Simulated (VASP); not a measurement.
# Fe (P6_3/mmc) in VASP: single point with PBEsol

Aim: the single point of Fe with PBEsol.

Everything below comes from runs of VASP 6.6.1. Logs are shortened: lines on timing, memory, paths and dates and some standing lists are left out, and cuts for length are marked.

### 1 The cell of the first run

It takes space group P6_3/mmc (No. 194, hexagonal). Conventional cell: a = 2.779 Å, b = 2.779 Å, c = 7.568 Å, α = 90.00°, β = 90.00°, γ = 120.00°. Within 2.1 Å of Fe (site symmetry -6m2) lie 3 Fe at 1.60 Å. Fe (site symmetry -6m2) has 3 Fe at 1.60 Å within 2.1 Å.

This isn't the form of Fe at room conditions, which is bcc.

### 2 Single point, PBEsol, collinear spin, ferromagnetic start

INCAR reads:

```
SYSTEM = Fe
  ALGO = Normal
  EDIFF = 1E-6
  ENCUT = 690
  GGA = PS
  GGA_COMPAT = .FALSE.
  ISIF = 2
  ISMEAR = 0
  ISPIN = 2
  LASPH = .TRUE.
  LCHARG = .FALSE.
  LMAXMIX = 4
  LORBIT = 11
  LREAL = .FALSE.
  LWAVE = .FALSE.
  MAGMOM = 4 4 4 4
  NBANDS = 44
  NELM = 200
  PREC = Accurate
  SIGMA = 0.1
```

KPOINTS reads:

```
k-points
0
G
  9 9 4
  0 0 0
```

POSCAR reads:

```
Fe
1.0
    2.7785376220      0.0000000000      0.0000000000
   -1.3892688110      2.4062841661      0.0000000000
    0.0000000000      0.0000000000      7.5675618161
Fe
4
Direct
    0.0000000000      0.0000000000      0.2500000000
    0.0000000000      0.0000000000      0.7500000000
    0.3333333333      0.6666666667      0.7500000000
    0.6666666667      0.3333333333      0.2500000000
```

Potentials or basis: VASP PAW PBE potentials, release 64 (Fe_sv).

Launch:

```
> cat potpaw_PBE.64/Fe_sv/POTCAR > POTCAR
> mpirun -np 1 vasp_std > vasp.out
```

OUTCAR:

```text
SYSTEM = Fe
   EDIFF = 1E-6
   ENCUT = 690
   GGA = PS
   ISIF = 2
   ISMEAR = 0
   ISPIN = 2
   LASPH = .TRUE.
   LORBIT = 11
   LREAL = .FALSE.
   NELM = 200
   PREC = Accurate

 ion  position               nearest neighbor table
   1  0.000  0.000  0.250-   4 1.60   4 1.60   4 1.60
   2  0.000  0.000  0.750-   3 1.60   3 1.60   3 1.60
   3  0.333  0.667  0.750-   2 1.60   2 1.60   2 1.60
   4  0.667  0.333  0.250-   1 1.60   1 1.60   1 1.60

  LATTYP: Found a hexagonal cell.
 ALAT       =     2.7785376220
 C/A-ratio  =     2.7235772358

  Lattice vectors:

 A1 = (   2.7785376220,   0.0000000000,   0.0000000000)
 A2 = (  -1.3892688110,   2.4062841661,   0.0000000000)
 A3 = (   0.0000000000,   0.0000000000,   7.5675618161)

Analysis of symmetry for initial positions (statically):
=====================================================================
 Subroutine PRICEL returns:
 Original cell was already a primitive cell.

 Routine SETGRP: Setting up the symmetry group for a
 hexagonal supercell.

 Subroutine GETGRP returns: Found 24 space group operations
 (whereof 12 operations were pure point group operations)
 out of a pool of 24 trial point group operations.

The static configuration has the point symmetry D_3d.
 The point group associated with its full space group is D_6h.

Analysis of symmetry for dynamics (positions and initial velocities):
=====================================================================
 Subroutine PRICEL returns:
 Original cell was already a primitive cell.

 Routine SETGRP: Setting up the symmetry group for a
 hexagonal supercell.

 Subroutine GETGRP returns: Found 24 space group operations
 (whereof 12 operations were pure point group operations)
 out of a pool of 24 trial point group operations.

The dynamic configuration has the point symmetry D_3d.
 The point group associated with its full space group is D_6h.

Analysis of structural, dynamic, and magnetic symmetry:
=====================================================================
 Subroutine PRICEL returns:
 Original cell was already a primitive cell.

 Routine SETGRP: Setting up the symmetry group for a
 hexagonal supercell.

 Subroutine GETGRP returns: Found 24 space group operations
 (whereof 12 operations were pure point group operations)
 out of a pool of 24 trial point group operations.

The overall configuration has the point symmetry D_3d.
 The point group associated with its full space group is D_6h.

 Subroutine INISYM returns: Found 24 space group operations
 (whereof 12 operations are pure point group operations),
 and found     1 'primitive' translations

----------------------------------------------------------------------------------------

                                     Primitive cell

  volume of cell :      50.5963

  direct lattice vectors                    reciprocal lattice vectors
     2.778537622  0.000000000  0.000000000     0.359901551  0.207789257  0.000000000
    -1.389268811  2.406284166  0.000000000     0.000000000  0.415578515  0.000000000
     0.000000000  0.000000000  7.567561816     0.000000000  0.000000000  0.132142958

  length of vectors
     2.778537622  2.778537622  7.567561816     0.415578515  0.415578515  0.132142958

  position of ions in fractional coordinates (direct lattice)
     0.000000000  0.000000000  0.250000000
     0.000000000  0.000000000  0.750000000
     0.333333333  0.666666667  0.750000000
     0.666666667  0.333333333  0.250000000

  ion indices of the primitive-cell ions
   primitive index   ion index
                 1           1
                 2           2
                 3           3
                 4           4

----------------------------------------------------------------------------------------

 KPOINTS: k-points

Automatic generation of k-mesh.
 Grid dimensions read from file:
 generate k-points for:    9    9    4

 Generating k-lattice:

  Cartesian coordinates                     Fractional coordinates (reciprocal lattice)
     0.039989061  0.023087695  0.000000000     0.111111111  0.000000000  0.000000000
     0.000000000  0.046175391  0.000000000     0.000000000  0.111111111  0.000000000
     0.000000000  0.000000000  0.033035739     0.000000000  0.000000000  0.250000000

  Length of vectors
     0.046175391  0.046175391  0.033035739

  Shift w.r.t. Gamma in fractional coordinates (k-lattice)
     0.000000000  0.000000000  0.000000000

 Subroutine IBZKPT returns following result:
 ===========================================

 Found     36 irreducible k-points:

 Following reciprocal coordinates:
            Coordinates               Weight
  0.000000  0.000000  0.000000      1.000000
  0.111111  0.000000  0.000000      6.000000
  0.222222 -0.000000  0.000000      6.000000
  0.333333  0.000000  0.000000      6.000000
  0.444444 -0.000000  0.000000      6.000000
  0.111111  0.111111  0.000000      6.000000
[... 16 lines left out ...]
  0.333333  0.222222  0.250000     24.000000
  0.333333  0.333333  0.250000      4.000000
 [... further k-points ...]
   k-points           NKPTS =     36   k-points in BZ     NKDIM =     36   number of bands    NBANDS=     44
   number of dos      NEDOS =    301   number of ions     NIONS =      4
   total plane-waves  NPLWV =  40320
   dimension x,y,z NGX =    24 NGY =   24 NGZ =   70
   dimension x,y,z NGXF=    48 NGYF=   48 NGZF=  140
   ions per type =               4
   NGX,Y,Z   is equivalent  to a cutoff of  14.36, 14.36, 15.38 a.u.
   NGXF,Y,Z  is equivalent  to a cutoff of  28.72, 28.72, 30.76 a.u.
 SYSTEM =  Fe
   PREC   = accura    normal or accurate (medium, high low for compatibility)
   ISTART =      0    job   : 0-new  1-cont  2-samecut
   ICHARG =      2    charge: 1-file 2-atom 10-const
   ISPIN  =      2    spin polarized calculation?
   LNONCOLLINEAR =      F non collinear calculations
   LSORBIT =      F    spin-orbit coupling
   LASPH  =      T    aspherical Exc in radial PAW
   ENCUT  =  690.0 eV  50.71 Ry    7.12 a.u.   5.95  5.95 16.21*2*pi/ulx,y,z
   NELM   =    200;   NELMIN=  2; NELMDL= -5     # of ELM steps
   EDIFF  = 0.1E-05   stopping-criterion for ELM
   LREAL  =      F    real-space projection
   EDIFFG = 0.1E-04   stopping-criterion for IOM
   NSW    =      0    number of steps for IOM
   IBRION =     -1    ionic relax: 0-MD 1-quasi-New 2-CG
   NFREE  =      0    steps in history (QN), initial steepest desc. (CG)
   ISIF   =      2    stress and relaxation
   ISYM   =      2    0-nonsym 1-usesym 2-fastsym
   POTIM  = 0.5000    time-step for ionic-motion
   TEBEG  =    0.0;   TEEND  =   0.0 temperature during run
   PSTRESS=    0.0 pullay stress
   NELECT =      64.0000    total number of electrons
   NUPDOWN=      -1.0000    fix difference up-down
   EMIN   =  10.00;   EMAX   =-10.00  energy-range for DOS
   EFERMI =   0.00;   METHOD = LEGACY
   ISMEAR =     0;   SIGMA  =   0.10  broadening in eV -4-tet -1-fermi 0-gaus
   EFERMI_NEDOS =   21; number of points for ismear=-14 and -15
   IALGO  =     38    algorithm
   IMIX   =      4    mixing-type and parameters
     AMIX     =   0.40;   BMIX     =  1.00
     AMIX_MAG =   1.60;   BMIX_MAG =  1.00
  volume/ion in A,a.u.               =      12.65        85.36
  Fermi-wavevector in a.u.,A,eV,Ry     =   1.770497  3.345753 42.649614  3.134658
  Thomas-Fermi vector in A             =   2.837275
   LORBIT       =     11    0 simple, 1 ext, 2 COOP (PROOUT), +10 PAW based schemes
   GGA     = PS    functional components
   LHFCALC =     F    Hartree Fock is set to
   AEXX    =    0.0000 exact exchange contribution
   IVDW    =     0    specifies the selected vdW correction
   LEPSILON=     F    determine dielectric tensor
   LRPA    =     F    only Hartree local field effects (RPA)
 spin polarized calculation
 Gauss-broadening in eV      SIGMA  =   0.10
  energy-cutoff  :      690.00
  volume of cell :       50.60
 maximum number of plane-waves:      2102
 NGX is ok and might be reduce to    24
   NGX = 11   NGY = 11   NGZ = 33

 number of electron      63.9999922 magnetization      -0.0009058

 number of electron      63.9999922 magnetization       0.0000916

 Free energy of the ion-electron system (eV)
  ---------------------------------------------------
  ext. energy  EPLUGINS =         0.00000000
  ---------------------------------------------------
  free energy    TOTEN  =        -8.91023017 eV

  energy without entropy =       -8.89866989  energy(sigma->0) =       -8.90445003

 E-fermi :  10.1291     XC(G=0): -12.2835

 val. band max:       10.0956067463   @ k =   0.1111   0.0000   0.2500
 cond. band min:      10.1943817389   @ k =   0.4444   0.1111   0.2500
 fundamental gap:      0.0987749926
 Fermi energy:        10.1290909015

 spin component 1

 k-point     1 :       0.0000    0.0000    0.0000
  band No.  band energies     occupation
      1     -79.8746      1.00000
      2     -79.8746      1.00000
      3     -76.1237      1.00000
      4     -76.1237      1.00000
      5     -47.6470      1.00000
      6     -47.6470      1.00000
[... 1117 lines left out ...]
     43      18.7708      0.00000
     44      18.7709      0.00000

 [... further k-points ...]

 spin component 2

 k-point     1 :       0.0000    0.0000    0.0000
  band No.  band energies     occupation
      1     -79.8746      1.00000
      2     -79.8745      1.00000
      3     -76.1236      1.00000
      4     -76.1236      1.00000
      5     -47.6469      1.00000
      6     -47.6469      1.00000
[... 1117 lines left out ...]
     43      18.7708      0.00000
     44      18.7793      0.00000

 [... further k-points ...]

------------------------ aborting loop because EDIFF is reached ----------------------------------------

  FORCE on cell =-STRESS in cart. coord.  units (eV):
  Direction    XX          YY          ZZ          XY          YZ          ZX
  --------------------------------------------------------------------------------------
  -------------------------------------------------------------------------------------
  Total       95.2792498     95.2792498     -1.3473907      0.0000000      0.0000000      0.0000000
  in kB     3017.1002376   3017.1002378    -42.6662961      0.0000000      0.0000000      0.0000000
  external PRESSURE =    1997.1780598 kB  Pullay stress =       0.0000000 kB

 VOLUME and BASIS-vectors are now :
 -----------------------------------------------------------------------------
  energy-cutoff  :      690.00
  volume of cell :       50.60
      direct lattice vectors                 reciprocal lattice vectors
     2.778537622  0.000000000  0.000000000     0.359901551  0.207789257  0.000000000
    -1.389268811  2.406284166  0.000000000     0.000000000  0.415578515  0.000000000
     0.000000000  0.000000000  7.567561816     0.000000000  0.000000000  0.132142958

 POSITION                                       TOTAL-FORCE (eV/Angst)
 -----------------------------------------------------------------------------------
      0.00000      0.00000      1.89189         0.000000      0.000000     -0.000000
      0.00000      0.00000      5.67567        -0.000000      0.000000     -0.000000
     -0.00000      1.60419      5.67567        -0.000000      0.000000     -0.000000
      1.38927      0.80209      1.89189         0.000000     -0.000000      0.000000
 -----------------------------------------------------------------------------------
    total drift:                                0.000000     -0.000000      0.000000

  FREE ENERGIE OF THE ION-ELECTRON SYSTEM (eV)
  ---------------------------------------------------
  free  energy   TOTEN  =        -8.9102301728 eV

  energy  without entropy=       -8.8986698948  energy(sigma->0) =       -8.90445003

 total charge

# of ion       s       p       d       tot
------------------------------------------
    1        2.322   6.126   6.299  14.747
    2        2.322   6.126   6.299  14.747
    3        2.322   6.127   6.298  14.748
    4        2.322   6.127   6.298  14.748
--------------------------------------------------
tot          9.288  24.506  25.194  58.989

 magnetization (x)

# of ion       s       p       d       tot
------------------------------------------
    1       -0.000  -0.000   0.000   0.000
    2       -0.000  -0.000   0.000   0.000
    3       -0.000   0.000   0.000   0.000
    4       -0.000   0.000   0.000   0.000
--------------------------------------------------
tot         -0.000   0.000   0.000   0.000
```

It took 5.1 min on 1 thread of Intel Xeon Platinum 8259CL at 2.50GHz (Skylake/Cascade Lake), shared host; peak memory 0.32 GiB.

Results:

* Free energy: -8.9102 eV
* Pressure: 199.7 GPa
* Band gap on the k mesh: zero (filled and empty bands overlap)
* Net moment: 0.00 μB per cell
* Valence electrons inside the program's atomic spheres: Fe 14.75

Caveat: atoms lie so close that the PAW spheres overlap strongly, which falsifies energies and pressures; the stress differs along the axes, from -4 to 302 GPa; the moments typed at the start vanished in this run; the PAW data sets were made with another functional, which shifts forces and pressure a little.

The gap in the log of VASP goes by the Fermi energy; the results here count the filled bands.